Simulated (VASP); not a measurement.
## GaN: relaxation of shape and atoms at fixed volume with PBE

GaN:

```xyz
4
Lattice="3.1527 0.0000 0.0000 -1.5764 2.7303 0.0000 0.0000 0.0000 5.1360" Properties=species:S:1:pos:R:3 pbc="T T T"
Ga    0.0000    1.8202   -0.0045
Ga    1.5764    0.9101    2.5635
N     0.0000    1.8202    1.9305
N     1.5764    0.9101    4.4985
```

```yaml
Program: VASP 6.6.1
Task: relaxation of shape and atoms at fixed volume
Functional: PBE
Potentials_or_basis: VASP PAW PBE potentials, release 64 (Ga_d, N)
Cutoff: 600 eV
k_mesh: 12 × 12 × 6
Occupations: gaussian, width 0.02 eV
Spin: no spin polarisation
Dipole_correction: no
Further_INCAR_settings: ALGO = Normal; EDIFF = 1e-06; IBRION = 2; EDIFFG = -0.01; NSW = 50; ISIF = 4
```

| Item | Value |
| --- | --- |
| Energy gained by relaxing | 0.0 meV/atom |
| Ionic steps | 2 |
| Pressure after relaxing | 12.1 GPa |
| Largest force after relaxing | 0.005 eV/Å |
| Band gap on the k mesh | 2.13 eV |

Forces on the atoms (eV/Å):
```
Ga   0.000  0.000 -0.005
Ga   0.000  0.000 -0.005
N    0.000  0.000  0.005
N    0.000  0.000  0.005
```

Stress tensor (GPa, compression positive):
```
12.01  0.00  0.00
 0.00 12.01  0.00
 0.00  0.00 12.16
```

Final structure:
```xyz
4
Lattice="3.1529 0.0000 0.0000 -1.5764 2.7305 0.0000 0.0000 0.0000 5.1356" Properties=species:S:1:pos:R:3 pbc="T T T"
Ga    0.0000    1.8203    5.1317
Ga    1.5764    0.9102    2.5639
N     0.0000    1.8203    1.9297
N     1.5764    0.9102    4.4975
```

Levels at points of the mesh, in eV from the valence-band top:
```tsv
k point	band 16	band 17	band 18	band 19	band 20	band 21
(0.00, 0.00, 0.00)	-0.05	0.00	0.00	2.13	4.47	9.38
(0.50, 0.00, 0.00)	-2.86	-2.30	-1.04	5.16	5.75	6.14
(0.00, 0.00, 0.50)	-0.55	-0.55	-0.55	4.46	4.46	8.64
(0.50, 0.00, 0.50)	-2.02	-1.96	-1.96	4.51	4.51	7.97
```

Run time: 2.7 min on 1 thread of Intel(R) Xeon(R) Platinum 8259CL CPU @ 2.50GHz (Skylake/Cascade Lake) (shared host), peak memory 0.23 GiB.
